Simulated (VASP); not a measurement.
# Na (P6_3/mmc) in VASP: vibrations by perturbation theory with LDA

Aim: the vibrations by perturbation theory of Na with LDA.

All numbers are computed with VASP 6.6.1; they aren't measurements. Logs are shortened: lines on timing, memory, paths and dates and some standing lists are left out, and cuts for length are marked.

## Step 1: The cell of the first run

The structure is hexagonal, space group P6_3/mmc (No. 194). The conventional cell has a = 3.621 Å, b = 3.621 Å, c = 5.898 Å, α = 90.00°, β = 90.00°, γ = 120.00°. Na (site symmetry -6m2) has 12 Na at 3.61 to 3.62 Å within 4.7 Å.

This isn't the form of Na at room conditions, which is bcc.

## Step 2: Vibrations by perturbation theory, LDA

The input, INCAR:

```
  PREC = Accurate
  ENCUT = 520
  EDIFF = 1E-8
  ISMEAR = 0
  SIGMA = 0.15
  LREAL = F
  LASPH = T
  NELM = 100
  ALGO = Fast
  ISIF = 2
  LWAVE = F
  LCHARG = F
  GGA = CA
  IBRION = 8
  NSW = 1
```

The input, KPOINTS:

```
regular mesh
0
Gamma
  15 15 8
```

The input, POSCAR:

```
Na
1.0
    3.6209798977      0.0000000000      0.0000000000
   -1.8104899489      3.1358605780      0.0000000000
    0.0000000000      0.0000000000      5.8981745703
Na
2
Direct
    0.3333333333      0.6666666667      0.2500000000
    0.6666666667      0.3333333333      0.7500000000
```

Potentials or basis: VASP PAW LDA potentials, release 64 (Na_pv).

Run with:

```console
$ cat potpaw_LDA.64/Na_pv/POTCAR > POTCAR
$ mpirun -np 1 vasp_std > vasp.out
```

OUTCAR:

```text
PREC = Accurate
   ENCUT = 520
   EDIFF = 1E-8
   ISMEAR = 0
   LREAL = F
   LASPH = T
   NELM = 100
   ISIF = 2
   GGA = CA
   IBRION = 8
   NSW = 1

 ion  position               nearest neighbor table
   1  0.333  0.667  0.250-
   2  0.667  0.333  0.750-

  LATTYP: Found a hexagonal cell.
 ALAT       =     3.6209798977
 C/A-ratio  =     1.6288890679

  Lattice vectors:

 A1 = (   3.6209798977,   0.0000000000,   0.0000000000)
 A2 = (  -1.8104899489,   3.1358605780,   0.0000000000)
 A3 = (   0.0000000000,   0.0000000000,   5.8981745703)

Analysis of symmetry for initial positions (statically):
=====================================================================
 Subroutine PRICEL returns:
 Original cell was already a primitive cell.

 Routine SETGRP: Setting up the symmetry group for a
 hexagonal supercell.

 Subroutine GETGRP returns: Found 24 space group operations
 (whereof 12 operations were pure point group operations)
 out of a pool of 24 trial point group operations.

The static configuration has the point symmetry D_3d.
 The point group associated with its full space group is D_6h.

Analysis of symmetry for dynamics (positions and initial velocities):
=====================================================================
 Subroutine PRICEL returns:
 Original cell was already a primitive cell.

 Routine SETGRP: Setting up the symmetry group for a
 hexagonal supercell.

 Subroutine GETGRP returns: Found 24 space group operations
 (whereof 12 operations were pure point group operations)
 out of a pool of 24 trial point group operations.

The dynamic configuration has the point symmetry D_3d.
 The point group associated with its full space group is D_6h.

 Subroutine INISYM returns: Found 24 space group operations
 (whereof 12 operations are pure point group operations),
 and found     1 'primitive' translations

----------------------------------------------------------------------------------------

                                     Primitive cell

  volume of cell :      66.9731

  direct lattice vectors                    reciprocal lattice vectors
     3.620979898  0.000000000  0.000000000     0.276168338  0.159445864  0.000000000
    -1.810489949  3.135860578  0.000000000     0.000000000  0.318891728  0.000000000
     0.000000000  0.000000000  5.898174570     0.000000000  0.000000000  0.169543981

  length of vectors
     3.620979898  3.620979898  5.898174570     0.318891728  0.318891728  0.169543981

  position of ions in fractional coordinates (direct lattice)
     0.333333333  0.666666667  0.250000000
     0.666666667  0.333333333  0.750000000

  ion indices of the primitive-cell ions
   primitive index   ion index
                 1           1
                 2           2

----------------------------------------------------------------------------------------

 KPOINTS: regular mesh

Automatic generation of k-mesh.
 Grid dimensions read from file:
 generate k-points for:   15   15    8

 Generating k-lattice:

  Cartesian coordinates                     Fractional coordinates (reciprocal lattice)
     0.018411223  0.010629724  0.000000000     0.066666667 -0.000000000  0.000000000
     0.000000000  0.021259449  0.000000000     0.000000000  0.066666667  0.000000000
     0.000000000  0.000000000  0.021192998     0.000000000  0.000000000  0.125000000

  Length of vectors
     0.021259449  0.021259449  0.021192998

  Shift w.r.t. Gamma in fractional coordinates (k-lattice)
     0.000000000  0.000000000  0.000000000

 Subroutine IBZKPT returns following result:
 ===========================================

 Found    135 irreducible k-points:

 Following reciprocal coordinates:
            Coordinates               Weight
  0.000000  0.000000  0.000000      1.000000
  0.066667  0.000000  0.000000      6.000000
  0.133333  0.000000  0.000000      6.000000
  0.200000  0.000000  0.000000      6.000000
  0.266667  0.000000  0.000000      6.000000
  0.333333  0.000000  0.000000      6.000000
[... 16 lines left out ...]
  0.333333  0.200000  0.000000     12.000000
  0.400000  0.200000  0.000000      6.000000
 [... further k-points ...]
   k-points           NKPTS =    135   k-points in BZ     NKDIM =    135   number of bands    NBANDS=     11
   number of dos      NEDOS =    301   number of ions     NIONS =      2
   total plane-waves  NPLWV =  37632
   dimension x,y,z NGX =    28 NGY =   28 NGZ =   48
[... 26 lines left out ...]
   NUPDOWN=      -1.0000    fix difference up-down
   EMIN   =  10.00;   EMAX   =-10.00  energy-range for DOS
   EFERMI =   0.00;   METHOD = LEGACY
   ISMEAR =     0;   SIGMA  =   0.15  broadening in eV -4-tet -1-fermi 0-gaus
   EFERMI_NEDOS =   21; number of points for ismear=-14 and -15
   IALGO  =     68    algorithm
   IMIX   =      4    mixing-type and parameters
     AMIX     =   0.40;   BMIX     =  1.00
     AMIX_MAG =   1.60;   BMIX_MAG =  1.00
  volume/ion in A,a.u.               =      33.49       225.98
  Fermi-wavevector in a.u.,A,eV,Ry     =   0.971592  1.836043 12.843783  0.943991
  Thomas-Fermi vector in A             =   2.101822
   LORBIT       =      0    0 simple, 1 ext, 2 COOP (PROOUT), +10 PAW based schemes
   GGA     = CA    functional components
   LHFCALC =     F    Hartree Fock is set to
   AEXX    =    0.0000 exact exchange contribution
   IVDW    =     0    specifies the selected vdW correction
   LEPSILON=     F    determine dielectric tensor
   LRPA    =     F    only Hartree local field effects (RPA)
 non-spin polarized calculation
 RMM-DIIS sequential band-by-band and
 Gauss-broadening in eV      SIGMA  =   0.15
  energy-cutoff  :      520.00
  volume of cell :       66.97
 maximum number of plane-waves:      1834
 NGX is ok and might be reduce to    28
   NGX = 13   NGY = 13   NGZ = 21

--------------------------------------- Ionic step        1  -------------------------------------------

 number of electron      14.0000010 magnetization

 Free energy of the ion-electron system (eV)
  ---------------------------------------------------
  ext. energy  EPLUGINS =         0.00000000
  ---------------------------------------------------
  free energy    TOTEN  =        -2.91335346 eV

  energy without entropy =       -2.90179138  energy(sigma->0) =       -2.90757242

 E-fermi :   0.4700     XC(G=0):  -7.0190

 val. band max:        0.4655207389   @ k =   0.0667   0.0667   0.1250
 cond. band min:       0.4747024045   @ k =   0.2667   0.0000   0.2500
 fundamental gap:      0.0091816656
 Fermi energy:         0.4700173864

 k-point     1 :       0.0000    0.0000    0.0000
  band No.  band energies     occupation
      1     -24.4568      2.00000
      2     -24.4124      2.00000
      3     -24.4124      2.00000
      4     -24.4053      2.00000
      5     -24.4053      2.00000
      6     -24.4050      2.00000
      7      -3.0466      2.00000
      8       1.0593      0.00000
      9       1.4927      0.00000
     10      10.9697      0.00000
     11      10.9813      0.00000
[... 309 lines left out ...]
 k-point    24 :       0.4000    0.2000    0.0000
  band No.  band energies     occupation
      1     -24.4472      2.00000
      2     -24.4393      2.00000
      3     -24.4311      2.00000
      4     -24.4303      2.00000
      5     -24.4208      2.00000
      6     -24.4199      2.00000
      7       1.1339      0.00000
      8       1.2787      0.00000
      9       3.9199      0.00000
     10       4.9606      0.00000
     11       4.9778      0.00000

 [... further k-points ...]

------------------------ aborting loop because EDIFF is reached ----------------------------------------

  FORCE on cell =-STRESS in cart. coord.  units (eV):
  Direction    XX          YY          ZZ          XY          YZ          ZX
  --------------------------------------------------------------------------------------
  -------------------------------------------------------------------------------------
  Total       -0.0032380     -0.0032380     -0.0112467      0.0000000      0.0000000      0.0000000
  in kB       -0.0774613     -0.0774613     -0.2690506      0.0000000      0.0000000      0.0000000
  external PRESSURE =      -0.1413244 kB  Pullay stress =       0.0000000 kB

 VOLUME and BASIS-vectors are now :
 -----------------------------------------------------------------------------
  energy-cutoff  :      520.00
  volume of cell :       66.97
      direct lattice vectors                 reciprocal lattice vectors
     3.620979898  0.000000000  0.000000000     0.276168338  0.159445864  0.000000000
    -1.810489949  3.135860578  0.000000000     0.000000000  0.318891728  0.000000000
     0.000000000  0.000000000  5.898174570     0.000000000  0.000000000  0.169543981

 POSITION                                       TOTAL-FORCE (eV/Angst)
 -----------------------------------------------------------------------------------
     -0.00000      2.09057      1.47454        -0.000000     -0.000000      0.000000
      1.81049      1.04529      4.42363         0.000000      0.000000      0.000000
 -----------------------------------------------------------------------------------
    total drift:                                0.000000     -0.000000      0.000000

  FREE ENERGIE OF THE ION-ELECTRON SYSTEM (eV)
  ---------------------------------------------------
  free  energy   TOTEN  =        -2.9133534585 eV

  energy  without entropy=       -2.9017913777  energy(sigma->0) =       -2.90757242

[... ionic steps 2 to 3 ...]

--------------------------------------- Ionic step        4  -------------------------------------------

------------------------ aborting loop because EDIFF is reached ----------------------------------------

[... ionic steps 5 to 5 ...]

--------------------------------------- Ionic step        6  -------------------------------------------

 Free energy of the ion-electron system (eV)
  ---------------------------------------------------
  ---------------------------------------------------
  free energy    TOTEN  =        -0.16343562 eV

  energy without entropy =       -0.16343562

------------------------ aborting loop because EDIFF is reached ----------------------------------------

 INTERNAL STRAIN TENSOR  FOR ION    1  DIRECTION 3   (eV/Angst):
 -----------------------------------------------------------------------------
     0.00004 -0.00000 -0.00000
    -0.00000  0.00004 -0.00000
     0.00000  0.00000 -0.00019

 INTERNAL STRAIN TENSOR FOR ION    2 for displacements in x,y,z  (eV/Angst):
          X           Y           Z          XY          YZ          ZX
  --------------------------------------------------------------------------------
  x    -0.00000     0.00000     0.00000     0.35953     0.00000     0.00000
  y     0.35953    -0.35953    -0.00000     0.00000     0.00000     0.00000
  z    -0.00000    -0.00000     0.00000     0.00000    -0.00000     0.00000

 SECOND DERIVATIVES (NOT SYMMETRIZED)
 ------------------------------------
               1X          1Y          1Z          2X          2Y          2Z
  1X    -0.146785    0.000000    0.000000    0.146785   -0.000000    0.000000
  1Y     0.000000   -0.146785    0.000000   -0.000000    0.146785    0.000000
  1Z    -0.000000    0.000000   -0.804551    0.000000   -0.000000    0.804551
  2X     0.146785   -0.000000    0.000000   -0.146785    0.000000    0.000000
  2Y    -0.000000    0.146785    0.000000    0.000000   -0.146785    0.000000
  2Z     0.000000   -0.000000    0.804551   -0.000000    0.000000   -0.804551

 Eigenvectors and eigenvalues of the dynamical matrix
 ----------------------------------------------------

   1 f  =    4.135929 THz    25.986808 2PiTHz  137.959740 cm-1    17.104820 meV
             X         Y         Z           dx          dy          dz
     -0.000000  2.090574  1.474544     0.000000   -0.000000    0.707107
      1.810490  1.045287  4.423631    -0.000000   -0.000000   -0.707107
[... 11 lines left out ...]
   4 f  =    0.000000 THz     0.000000 2PiTHz    0.000000 cm-1     0.000000 meV
             X         Y         Z           dx          dy          dz
     -0.000000  2.090574  1.474544     0.707107   -0.000001    0.000000
      1.810490  1.045287  4.423631     0.707107   -0.000001    0.000000

   5 f/i=    0.000000 THz     0.000000 2PiTHz    0.000001 cm-1     0.000000 meV
             X         Y         Z           dx          dy          dz
     -0.000000  2.090574  1.474544     0.000001    0.654224   -0.268312
      1.810490  1.045287  4.423631     0.000001    0.654224   -0.268312

   6 f/i=    0.000000 THz     0.000000 2PiTHz    0.000001 cm-1     0.000000 meV
             X         Y         Z           dx          dy          dz
     -0.000000  2.090574  1.474544     0.000000    0.268312    0.654224
      1.810490  1.045287  4.423631     0.000000    0.268312    0.654224

--------------------------------------------------------------------------------------------------------

 ELASTIC MODULI CONTR FROM IONIC RELAXATION (kBar)
 Direction    XX          YY          ZZ          XY          YZ          ZX
 --------------------------------------------------------------------------------
 XX         -21.0672     21.0672      0.0000      0.0000      0.0000     -0.0000
 YY          21.0672    -21.0672     -0.0000      0.0000     -0.0000      0.0000
 ZZ           0.0000     -0.0000     -0.0000     -0.0000      0.0000     -0.0000
 XY           0.0000      0.0000     -0.0000    -21.0672      0.0000     -0.0000
 YZ           0.0000     -0.0000      0.0000      0.0000     -0.0000      0.0000
 ZX          -0.0000      0.0000     -0.0000     -0.0000      0.0000     -0.0000
 --------------------------------------------------------------------------------
```

It took 16 min on 1 thread of AMD EPYC 7R43 (Zen 3), shared host; peak memory 0.76 GiB.

Results:

```yaml
Highest_phonon_frequency_at_Γ: 138 cm⁻¹
```

Phonon frequencies in cm⁻¹ (negative: imaginary):
```
              q point      frequencies
(0.000, 0.000, 0.000)  0 0 0 59 59 138
```
